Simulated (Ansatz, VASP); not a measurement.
One calculation of CaSe, two programs

```
Ca Se
1.0
     0.00000    2.19492    2.19492
     2.19492    0.00000    2.19492
     2.19492    2.19492    0.00000
Ca Se
1 1
Direct
  0.00000 0.00000 0.00000
  0.50000 0.50000 0.50000
```

Change from the starting cell: volume scaled by 0.4, PAW files, core large.

Alike in both runs: task single point; functional PBE; k mesh 12 × 12 × 12; occupations fermi-dirac, width 0.08 eV; no spin polarisation.

```csv
,VASP,Ansatz
version,VASP 6.6.1,Ansatz 0.2.0
potentials or method,"VASP PAW PBE potentials, release 64 (Ca_sv, Se)","PAW with other files of Ansatz's library (core large), scalar-relativistic"
plane-wave cutoff (eV),520,420
valence electrons in the cell,16,16
```

```csv
,VASP,Ansatz,Ansatz less VASP
pressure (GPa),260.0,257.2,-2.74
```

Both programs put the cell under a high pressure, so it lies far from rest at this level. With one functional, cell and mesh, what is left measures potentials, basis and numerics. Ansatz's warnings: datasets by core.

Noted on VASP's run: the cell as given lies far from equilibrium.
